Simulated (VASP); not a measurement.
A run of VASP 6.6.1 is set up as follows.

File INCAR:

```
PREC = Accurate ; ENCUT = 600
EDIFF = 1E-6 ; ISMEAR = 0
SIGMA = 0.01 ; LREAL = False
LASPH = True ; NELM = 60
ALGO = Normal ; ISIF = 3
LWAVE = False ; LCHARG = False
GGA = PS ; IBRION = 2
NSW = 80 ; EDIFFG = -0.001
PSTRESS = 120.0
```

Contents of KPOINTS:

```
regular mesh
0
Gamma
  8 8 8
```

File POSCAR:

```
ZnSe
1.0
    0.0000000000      2.8166002289      2.8166002289
    2.8166002289      0.0000000000      2.8166002289
    2.8166002289      2.8166002289      0.0000000000
Zn Se
1 1
Direct
    0.0000000000      0.0000000000      0.0000000000
    0.7500000000      0.7500000000      0.7500000000
```

Potentials or basis: VASP PAW PBE potentials, release 64 (Zn, Se).

Run with:

```bash
$ cat potpaw_PBE.64/Zn/POTCAR potpaw_PBE.64/Se/POTCAR > POTCAR
$ mpirun -np 1 vasp_std > vasp.out
```

Problem. Estimate the space group after relaxing (to 0.05 Å).

Solution. F-43m (No. 216).

Problem. What does it give for the relaxed cell?

Solution. a = 3.812 Å, b = 3.812 Å, c = 3.812 Å, α = 60.00°, β = 60.00°, γ = 60.00°.

Problem. Estimate the band gap on the k mesh.

Solution. 1.80 eV, direct.

Problem. What does it give for the relaxed volume?

Solution. 19.59 Å³/atom.

Final structure:
```
Zn Se
1.0
     0.00000    2.69564    2.69564
     2.69564    0.00000    2.69564
     2.69564    2.69564    0.00000
Zn Se
1 1
Direct
  0.00000 0.00000 0.00000
  0.75000 0.75000 0.75000
```

Caveat: the cell is relaxed towards a set pressure, so the enthalpy falls and the energy may rise; the PAW data sets were made with another functional, which shifts forces and pressure a little.
